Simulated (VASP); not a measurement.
Write the native input for VASP 6.6.1 that does the following.

* Task: single point
* Functional: PBE
* Potentials or basis: VASP PAW PBE potentials, release 64 (Mg, O)
* Cutoff: 520 eV
* k mesh: 10 × 10 × 10
* Occupations: fermi-dirac, width 0.02 eV
* Spin: no spin polarisation
* Dipole correction: no
* Further INCAR settings: ALGO = Normal; EDIFF = 1e-07; NBANDS = 11

The structure of MgO lies in POSCAR:

```
MgO
1.0
    0.0000000000      2.3584528521      2.3584528521
    2.3584528521      0.0000000000      2.3584528521
    2.3584528521      2.3584528521      0.0000000000
Mg O
1 1
Direct
    0.0000000000      0.0000000000      0.0000000000
    0.2500000000      0.2500000000      0.2500000000
```

This cell differs from its parent crystal: strain +3.4%.

The input as run:

INCAR

```
SYSTEM = MgO
PREC     = Accurate       ! precision mode
ENCUT    = 520            ! plane-wave cutoff, eV
EDIFF    = 1E-7           ! SCF threshold, eV
ISMEAR   = -1             ! smearing method
SIGMA    = 0.02           ! smearing width, eV
LREAL    = .FALSE.        ! projectors in reciprocal space
LASPH    = .TRUE.         ! aspherical terms in the spheres
NELM     = 80             ! most SCF steps
ALGO     = Normal         ! electronic algorithm
ISIF     = 2              ! what is computed and relaxed
LWAVE    = .FALSE.        ! write WAVECAR
LCHARG   = .TRUE.         ! write CHGCAR
GGA      = PE             ! functional
LELF     = .TRUE.         ! ELF
LVHAR    = .TRUE.       
NBANDS   = 11             ! bands
```

KPOINTS

```
regular mesh
0
G
  10 10 10
  0 0 0
```

Potentials or basis: VASP PAW PBE potentials, release 64 (Mg, O).

Command:

```console
$ cat potpaw_PBE.64/Mg/POTCAR potpaw_PBE.64/O/POTCAR > POTCAR
$ mpirun -np 1 vasp_std > vasp.out
```

Results of the run:

The pressure is -7.1 GPa and the band gap on the k mesh is 3.11 eV.

Caveat: the cell differs from its parent crystal (strain +3.4%); the cell stands under tension.

It took 20 s on 1 thread of Intel(R) Xeon(R) Platinum 8375C CPU @ 2.90GHz (Ice Lake) (shared host), peak memory 0.16 GiB.
